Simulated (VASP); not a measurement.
Input of a VASP 6.6.1 run:

File INCAR:

```
SYSTEM = WS2
ALGO = Normal
EDIFF = 1E-6
ENCUT = 520
GGA = PS
ISIF = 2
ISMEAR = 0
LASPH = .TRUE.
LCHARG = .FALSE.
LREAL = .FALSE.
LWAVE = .FALSE.
NBANDS = 20
NELM = 80
PREC = Accurate
SIGMA = 0.05
```

Contents of KPOINTS:

```
k-points
0
G
  12 12 2
  0 0 0
```

The input POSCAR:

```
WS2
1.0
    3.0671318192      0.0000000000      0.0000000000
   -1.5335659096      2.6562140722      0.0000000000
    0.0000000000      0.0000000000     17.3772566117
W S
1 2
Direct
    0.3333333333      0.6666666667      0.0000000000
    0.6666666667      0.3333333333      0.9075761491
    0.6666666667      0.3333333333      0.0924238509
```

Potentials or basis: VASP PAW PBE potentials, release 64 (W_sv, S).

Launch:

```console
$ cat potpaw_PBE.64/W_sv/POTCAR potpaw_PBE.64/S/POTCAR > POTCAR
$ mpirun -np 1 vasp_std > vasp.out
```

Q: Estimate the band gap on the k mesh.

A: 1.82 eV, indirect (least direct gap 2.37 eV).

Q: What does it give for the largest force?

A: 0.174 eV/Å.

Forces on the atoms (eV/Å):
```
W    0.000  0.000  0.000
S    0.000  0.000  0.174
S    0.000  0.000 -0.174
```

Caveat: the cell differs from its parent crystal (strain -0.025 along x and y, +0.025 along z); the PAW data sets were made with another functional, which shifts forces and pressure a little; spin-orbit coupling is left out, which moves the levels of the heavy elements.
